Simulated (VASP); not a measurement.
# AlN (Cm) in VASP: a series of runs, part 2 of 2

VASP 6.6.1. The steps go on from the part before.

## (3) Single point, r2SCAN

The input, POSCAR:

```
AlN
1.0
    0.0000000000      2.1839935596      2.1839935596
    2.1839935596      0.0000000000      2.1839935596
    2.1839935596      2.1839935596      0.0000000000
Al N
1 1
Direct
   -0.0364238770      0.0000000000      0.0000000000
    0.7500000000      0.7500000000      0.7500000000
```

The input, INCAR.step1:

```
SYSTEM = AlN
ALGO     = Normal         ! electronic algorithm
EDIFF    = 1E-4           ! SCF threshold, eV
ENCUT    = 520            ! plane-wave cutoff, eV
GGA      = PE             ! functional
ISMEAR   = 0              ! smearing method
LASPH    = .True.         ! aspherical terms in the spheres
LCHARG   = .False.        ! write CHGCAR
LREAL    = .False.        ! projectors in reciprocal space
LWAVE    = .True.         ! write WAVECAR
NBANDS   = 11             ! bands
NELM     = 100            ! most SCF steps
PREC     = Accurate       ! precision mode
SIGMA    = 0.05           ! smearing width, eV
```

The input, INCAR.step2:

```
SYSTEM = AlN
ALGO     = Normal         ! electronic algorithm
EDIFF    = 1E-6           ! SCF threshold, eV
ENCUT    = 520            ! plane-wave cutoff, eV
ISIF     = 2              ! what is computed and relaxed
ISMEAR   = 0              ! smearing method
ISTART   = 1            
LASPH    = .True.         ! aspherical terms in the spheres
LCHARG   = .False.        ! write CHGCAR
LMIXTAU  = .True.       
LREAL    = .False.        ! projectors in reciprocal space
LWAVE    = .False.        ! write WAVECAR
METAGGA  = R2SCAN         ! meta-GGA
NBANDS   = 11             ! bands
NELM     = 100            ! most SCF steps
PREC     = Accurate       ! precision mode
SIGMA    = 0.05           ! smearing width, eV
```

The input, KPOINTS:

```
k-points
0
Gamma
  10 10 10
  0 0 0
```

Potentials or basis: VASP PAW PBE potentials, release 64 (Al, N).

Run with:

```sh
$ cat potpaw_PBE.64/Al/POTCAR potpaw_PBE.64/N/POTCAR > POTCAR
$ cp INCAR.step1 INCAR
$ mpirun -np 1 vasp_std > vasp.out
$ cp INCAR.step2 INCAR
$ mpirun -np 1 vasp_std > vasp.out
```

OUTCAR:

```text
SYSTEM = AlN
   EDIFF = 1E-6
   ENCUT = 520
   ISIF = 2
   ISMEAR = 0
   ISTART = 1
   LASPH = .True.
   LREAL = .False.
   METAGGA = R2SCAN
   NELM = 100
   PREC = Accurate

 ion  position               nearest neighbor table
   1  0.964  0.000  0.000-   2 1.80   2 1.89   2 1.89   2 1.98
   2  0.750  0.750  0.750-   1 1.80   1 1.89   1 1.89   1 1.98

  LATTYP: Found a face centered cubic cell.
 ALAT       =     4.3679871192

  Lattice vectors:

 A1 = (   0.0000000000,   2.1839935596,   2.1839935596)
 A2 = (   2.1839935596,   0.0000000000,   2.1839935596)
 A3 = (   2.1839935596,   2.1839935596,   0.0000000000)

Analysis of symmetry for initial positions (statically):
=====================================================================
 Subroutine PRICEL returns:
 Original cell was already a primitive cell.

 Routine SETGRP: Setting up the symmetry group for a
 face centered cubic supercell.

 Subroutine GETGRP returns: Found  2 space group operations
 (whereof  2 operations were pure point group operations)
 out of a pool of 48 trial point group operations.

The static configuration has the point symmetry C_1h.

Analysis of symmetry for dynamics (positions and initial velocities):
=====================================================================
 Subroutine PRICEL returns:
 Original cell was already a primitive cell.

 Routine SETGRP: Setting up the symmetry group for a
 face centered cubic supercell.

 Subroutine GETGRP returns: Found  2 space group operations
 (whereof  2 operations were pure point group operations)
 out of a pool of 48 trial point group operations.

The dynamic configuration has the point symmetry C_1h.

 Subroutine INISYM returns: Found  2 space group operations
 (whereof  2 operations are pure point group operations),
 and found     1 'primitive' translations

----------------------------------------------------------------------------------------

                                     Primitive cell

  volume of cell :      20.8345

  direct lattice vectors                    reciprocal lattice vectors
     0.000000000  2.183993560  2.183993560    -0.228938404  0.228938404  0.228938404
     2.183993560  0.000000000  2.183993560     0.228938404 -0.228938404  0.228938404
     2.183993560  2.183993560  0.000000000     0.228938404  0.228938404 -0.228938404

  length of vectors
     3.088633312  3.088633312  3.088633312     0.396532948  0.396532948  0.396532948

  position of ions in fractional coordinates (direct lattice)
     0.963576123  0.000000000  0.000000000
     0.750000000  0.750000000  0.750000000

  ion indices of the primitive-cell ions
   primitive index   ion index
                 1           1
                 2           2

----------------------------------------------------------------------------------------

 KPOINTS: k-points

Automatic generation of k-mesh.
 Grid dimensions read from file:
 generate k-points for:   10   10   10

 Generating k-lattice:

  Cartesian coordinates                     Fractional coordinates (reciprocal lattice)
    -0.022893840  0.022893840  0.022893840     0.100000000  0.000000000  0.000000000
     0.022893840 -0.022893840  0.022893840     0.000000000  0.100000000  0.000000000
     0.022893840  0.022893840 -0.022893840     0.000000000  0.000000000  0.100000000

  Length of vectors
     0.039653295  0.039653295  0.039653295

  Shift w.r.t. Gamma in fractional coordinates (k-lattice)
     0.000000000  0.000000000  0.000000000

 Subroutine IBZKPT returns following result:
 ===========================================

 Found    282 irreducible k-points:

 Following reciprocal coordinates:
            Coordinates               Weight
  0.000000  0.000000  0.000000      1.000000
  0.100000  0.000000  0.000000      2.000000
  0.000000  0.100000  0.000000      4.000000
  0.100000  0.100000  0.100000      2.000000
  0.200000  0.000000  0.000000      2.000000
  0.000000  0.200000  0.000000      4.000000
[... 16 lines left out ...]
  0.200000  0.100000  0.200000      4.000000
  0.100000 -0.100000 -0.100000      2.000000
 [... further k-points ...]
   k-points           NKPTS =    282   k-points in BZ     NKDIM =    282   number of bands    NBANDS=     11
   number of dos      NEDOS =    301   number of ions     NIONS =      2
   total plane-waves  NPLWV =  13824
   dimension x,y,z NGX =    24 NGY =   24 NGZ =   24
   dimension x,y,z NGXF=    48 NGYF=   48 NGZF=   48
   ions per type =               1   1
   NGX,Y,Z   is equivalent  to a cutoff of  12.92, 12.92, 12.92 a.u.
   NGXF,Y,Z  is equivalent  to a cutoff of  25.84, 25.84, 25.84 a.u.
 SYSTEM =  AlN
   PREC   = accura    normal or accurate (medium, high low for compatibility)
   ISTART =      1    job   : 0-new  1-cont  2-samecut
   ICHARG =      0    charge: 1-file 2-atom 10-const
   ISPIN  =      1    spin polarized calculation?
   LNONCOLLINEAR =      F non collinear calculations
   LSORBIT =      F    spin-orbit coupling
   LASPH  =      T    aspherical Exc in radial PAW
   ENCUT  =  520.0 eV  38.22 Ry    6.18 a.u.   5.74  5.74  5.74*2*pi/ulx,y,z
   NELM   =    100;   NELMIN=  2; NELMDL=  0     # of ELM steps
   EDIFF  = 0.1E-05   stopping-criterion for ELM
   LREAL  =      F    real-space projection
   EDIFFG = 0.1E-04   stopping-criterion for IOM
   NSW    =      0    number of steps for IOM
   IBRION =     -1    ionic relax: 0-MD 1-quasi-New 2-CG
   NFREE  =      0    steps in history (QN), initial steepest desc. (CG)
   ISIF   =      2    stress and relaxation
   ISYM   =      2    0-nonsym 1-usesym 2-fastsym
   POTIM  = 0.5000    time-step for ionic-motion
   TEBEG  =    0.0;   TEEND  =   0.0 temperature during run
   PSTRESS=    0.0 pullay stress
   NELECT =       8.0000    total number of electrons
   NUPDOWN=      -1.0000    fix difference up-down
   EMIN   =  10.00;   EMAX   =-10.00  energy-range for DOS
   EFERMI =   0.00;   METHOD = LEGACY
   ISMEAR =     0;   SIGMA  =   0.05  broadening in eV -4-tet -1-fermi 0-gaus
   EFERMI_NEDOS =   21; number of points for ismear=-14 and -15
   IALGO  =     38    algorithm
   IMIX   =      4    mixing-type and parameters
     AMIX     =   0.40;   BMIX     =  1.00
     AMIX_MAG =   1.60;   BMIX_MAG =  1.00
  volume/ion in A,a.u.               =      10.42        70.30
  Fermi-wavevector in a.u.,A,eV,Ry     =   1.189899  2.248583 19.263943  1.415860
  Thomas-Fermi vector in A             =   2.325996
   LORBIT       =      0    0 simple, 1 ext, 2 COOP (PROOUT), +10 PAW based schemes
   METAGGA = R2SCAN    functional components
   LHFCALC =     F    Hartree Fock is set to
   AEXX    =    0.0000 exact exchange contribution
   IVDW    =     0    specifies the selected vdW correction
   LEPSILON=     F    determine dielectric tensor
   LRPA    =     F    only Hartree local field effects (RPA)
 non-spin polarized calculation
 Gauss-broadening in eV      SIGMA  =   0.05
  energy-cutoff  :      520.00
  volume of cell :       20.83
 maximum number of plane-waves:       571
   NGX = 11   NGY = 11   NGZ = 11

 number of electron       8.0000000 magnetization

 Free energy of the ion-electron system (eV)
  ---------------------------------------------------
  ext. energy  EPLUGINS =         0.00000000
  ---------------------------------------------------
  free energy    TOTEN  =       -19.08288727 eV

  energy without entropy =      -19.08288727  energy(sigma->0) =      -19.08288727

 E-fermi :   6.2429     XC(G=0): -11.4163

 val. band max:        5.9882466743   @ k =   0.0000   0.0000   0.0000
 cond. band min:       9.6172922521   @ k =   0.0000   0.5000   0.5000
 fundamental gap:      3.6290455777
 Fermi energy:         6.2429335953

 k-point     1 :       0.0000    0.0000    0.0000
  band No.  band energies     occupation
      1     -10.0533      2.00000
      2       5.3804      2.00000
      3       5.6894      2.00000
      4       5.9882      2.00000
      5      10.5559      0.00000
      6      19.1845      0.00000
      7      19.2035      0.00000
      8      19.2682      0.00000
      9      24.1741      0.00000
     10      24.1961      0.00000
     11      25.5297      0.00000
[... 309 lines left out ...]
 k-point    24 :       0.1000   -0.1000   -0.1000
  band No.  band energies     occupation
      1      -9.5351      2.00000
      2       3.8762      2.00000
      3       5.1323      2.00000
      4       5.2724      2.00000
      5      12.4030      0.00000
      6      17.8963      0.00000
      7      18.9654      0.00000
      8      19.5589      0.00000
      9      20.9812      0.00000
     10      24.4953      0.00000
     11      25.6905      0.00000

 [... further k-points ...]
[... 5 lines left out ...]
  --------------------------------------------------------------------------------------
  -------------------------------------------------------------------------------------
  Total        0.3146803      0.1437888      0.1437888      0.7321752      0.2478196      0.7321785
  in kB       24.1989284     11.0573614     11.0573614     56.3042989     19.0573381     56.3045543
  external PRESSURE =      15.4378837 kB  Pullay stress =       0.0000000 kB

 VOLUME and BASIS-vectors are now :
 -----------------------------------------------------------------------------
  energy-cutoff  :      520.00
  volume of cell :       20.83
      direct lattice vectors                 reciprocal lattice vectors
     0.000000000  2.183993560  2.183993560    -0.228938404  0.228938404  0.228938404
     2.183993560  0.000000000  2.183993560     0.228938404 -0.228938404  0.228938404
     2.183993560  2.183993560  0.000000000     0.228938404  0.228938404 -0.228938404

 POSITION                                       TOTAL-FORCE (eV/Angst)
 -----------------------------------------------------------------------------------
      0.00000      2.10444      2.10444         0.400073      1.229356      1.229356
      3.27599      3.27599      3.27599        -0.400073     -1.229356     -1.229356
 -----------------------------------------------------------------------------------
    total drift:                                0.000393     -0.007386     -0.007386

  FREE ENERGIE OF THE ION-ELECTRON SYSTEM (eV)
  ---------------------------------------------------
  free  energy   TOTEN  =       -19.0828872682 eV

  energy  without entropy=      -19.0828872682  energy(sigma->0) =      -19.08288727
```

It took 75 s on 1 thread of Intel Xeon 6975P-C (Granite Rapids), shared host; peak memory 0.18 GiB.

What came out:

```yaml
Free_energy: -19.0829 eV
Pressure: 1.5 GPa
Largest_force: 1.784 eV/Å
Band_gap_on_the_k_mesh: 3.63 eV, indirect (least direct gap 4.57 eV)
```

Forces in eV/Å, atoms in the order of the input:
```
Al   0.400  1.229  1.229
N   -0.400 -1.229 -1.229
```

Levels at points of the mesh, in eV from the valence-band top:
| k point | band 1 | band 2 | band 3 | band 4 | band 5 | band 6 | band 7 | band 8 |
| --- | --- | --- | --- | --- | --- | --- | --- | --- |
| (0.00, 0.00, 0.00) | -16.04 | -0.61 | -0.30 | 0.00 | 4.57 | 13.20 | 13.22 | 13.28 |
| (0.50, 0.00, 0.00) | -14.05 | -6.07 | -1.05 | -0.79 | 7.99 | 10.59 | 11.50 | 11.71 |
| (0.00, 0.50, 0.00) | -14.03 | -6.19 | -1.00 | -0.57 | 7.86 | 10.48 | 11.52 | 11.84 |
| (0.50, 0.50, 0.50) | -14.01 | -6.31 | -0.76 | -0.53 | 7.79 | 10.38 | 11.64 | 11.79 |
| (0.50, 0.50, 0.00) | -13.40 | -5.25 | -2.25 | -1.95 | 3.64 | 9.15 | 14.82 | 16.63 |
| (0.00, 0.50, 0.50) | -13.40 | -5.26 | -2.10 | -2.07 | 3.63 | 9.10 | 14.82 | 16.69 |

Caveat: the cell differs from its parent crystal (all Al atoms moved +0.113 Å, as atom 1 towards its neighbour atom 1 (Al) at 3.089 Å); the PAW data sets were made with another functional, which shifts forces and pressure a little.

## (4) Single point, r2SCAN

POSCAR: that of step 3 with these lines changed.

```diff
@@ -8,3 +8,3 @@
 Direct
-   -0.0364238770      0.0000000000      0.0000000000
+   -0.0121412923      0.0000000000      0.0000000000
     0.7500000000      0.7500000000      0.7500000000
```

The input, INCAR.step1:

```
SYSTEM = AlN
PREC     = Accurate       ! precision mode
ENCUT    = 520            ! plane-wave cutoff, eV
ISMEAR   = 0              ! smearing method
SIGMA    = 0.05           ! smearing width, eV
LREAL    = .False.        ! projectors in reciprocal space
LASPH    = .True.         ! aspherical terms in the spheres
NELM     = 100            ! most SCF steps
NBANDS   = 11             ! bands
GGA      = PE             ! functional
ALGO     = Normal         ! electronic algorithm
EDIFF    = 1E-4           ! SCF threshold, eV
LWAVE    = .True.         ! write WAVECAR
LCHARG   = .False.        ! write CHGCAR
```

The input, INCAR.step2:

```
SYSTEM = AlN
PREC     = Accurate       ! precision mode
ENCUT    = 520            ! plane-wave cutoff, eV
EDIFF    = 1E-6           ! SCF threshold, eV
ISMEAR   = 0              ! smearing method
SIGMA    = 0.05           ! smearing width, eV
LREAL    = .False.        ! projectors in reciprocal space
LASPH    = .True.         ! aspherical terms in the spheres
NELM     = 100            ! most SCF steps
ALGO     = Normal         ! electronic algorithm
ISIF     = 2              ! what is computed and relaxed
LWAVE    = .False.        ! write WAVECAR
LCHARG   = .False.        ! write CHGCAR
METAGGA  = R2SCAN         ! meta-GGA
LMIXTAU  = .True.       
NBANDS   = 11             ! bands
ISTART   = 1
```

The input, KPOINTS:

```
Automatic mesh
0
Gamma
  10 10 10
  0 0 0
```

Run with:

```sh
$ cat potpaw_PBE.64/Al/POTCAR potpaw_PBE.64/N/POTCAR > POTCAR
$ cp INCAR.step1 INCAR
$ mpirun -np 1 vasp_std > vasp.out
$ cp INCAR.step2 INCAR
$ mpirun -np 1 vasp_std > vasp.out
```

Run time: 73 s. Hardware: 1 thread of Intel Xeon 6975P-C (Granite Rapids), shared host; peak memory 0.18 GiB.

Results (log left out):

```yaml
Free_energy: -19.1693 eV
Pressure: 0.0 GPa
Largest_force: 0.569 eV/Å
Band_gap_on_the_k_mesh: 3.83 eV, indirect (least direct gap 4.79 eV)
```

Forces in eV/Å, atoms in the order of the input:
```
Al   0.044  0.401  0.401
N   -0.044 -0.401 -0.401
```

Stress tensor (GPa, compression positive):
```
0.14 1.81 1.81
1.81 0.00 0.21
1.81 0.21 0.00
```

Levels at points of the mesh, in eV from the valence-band top:
```csv
k point,band 2,band 3,band 4,band 5,band 6,band 7
"(0.00, 0.00, 0.00)",-0.20,-0.10,0.00,4.79,13.41,13.42
"(0.50, 0.00, 0.00)",-5.96,-0.68,-0.59,8.14,10.75,11.80
"(0.00, 0.50, 0.00)",-6.00,-0.66,-0.52,8.10,10.72,11.79
"(0.50, 0.50, 0.50)",-6.04,-0.58,-0.50,8.07,10.68,11.83
"(0.50, 0.50, 0.00)",-5.05,-1.96,-1.86,3.83,9.37,15.09
"(0.00, 0.50, 0.50)",-5.05,-1.91,-1.90,3.83,9.37,15.09
```

Caveat: the cell differs from its parent crystal (all Al atoms moved +0.037 Å, as atom 1 towards its neighbour atom 1 (Al) at 3.089 Å); the PAW data sets were made with another functional, which shifts forces and pressure a little.
